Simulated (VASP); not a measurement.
Wanted: the native input for a VASP 6.6.1 run.

| Quantity | Value |
| --- | --- |
| Task | single point |
| Functional | r2SCAN |
| Potentials or basis | VASP PAW PBE potentials, release 64 (Zn, Ag) |
| Cutoff | 520 eV |
| k mesh | 14 × 14 × 14 |
| Occupations | fermi-dirac, width 0.1 eV |
| Spin | no spin polarisation |
| Dipole correction | no |
| Further INCAR settings | ALGO = Normal; EDIFF = 1e-06; NBANDS = 18 |

The system is ZnAg.

```xyz
2
Lattice="3.1404 0.0000 0.0000 0.0000 3.1404 0.0000 0.0000 0.0000 3.1404" Properties=species:S:1:pos:R:3 pbc="T T T"
Zn    1.5702    1.5702    1.5702
Ag    0.0000    0.0000    0.0000
```

One way to write it, as run:

POSCAR

```
ZnAg
1.0
    3.1403935396      0.0000000000      0.0000000000
    0.0000000000      3.1403935396      0.0000000000
    0.0000000000      0.0000000000      3.1403935396
Zn Ag
1 1
Direct
    0.5000000000      0.5000000000      0.5000000000
    0.0000000000      0.0000000000      0.0000000000
```

INCAR.step1

```
PREC = Accurate ; ENCUT = 520
ISMEAR = -1 ; SIGMA = 0.1
LREAL = F ; LASPH = T
NELM = 80 ; NBANDS = 18
GGA = PE ; ALGO = Normal
EDIFF = 1E-4 ; LWAVE = T
LCHARG = F
```

INCAR.step2

```
PREC = Accurate ; ENCUT = 520
EDIFF = 1E-6 ; ISMEAR = -1
SIGMA = 0.1 ; LREAL = F
LASPH = T ; NELM = 80
ALGO = Normal ; ISIF = 2
LWAVE = F ; LCHARG = F
METAGGA = R2SCAN ; LMIXTAU = T
NBANDS = 18 ; ISTART = 1
```

KPOINTS

```
Automatic mesh
0
Gamma
  14 14 14
```

Potentials or basis: VASP PAW PBE potentials, release 64 (Zn, Ag).

Run with:

```sh
$ cat potpaw_PBE.64/Zn/POTCAR potpaw_PBE.64/Ag/POTCAR > POTCAR
$ cp INCAR.step1 INCAR
$ mpirun -np 1 vasp_std > vasp.out
$ cp INCAR.step2 INCAR
$ mpirun -np 1 vasp_std > vasp.out
```

Results of the run:

| Item | Value |
| --- | --- |
| Pressure | 0.2 GPa |

Caveat: the PAW data sets were made with another functional, which shifts forces and pressure a little.

Run time: 51 s on 1 thread of Intel(R) Xeon(R) 6975P-C (Granite Rapids) (shared host), peak memory 0.19 GiB.
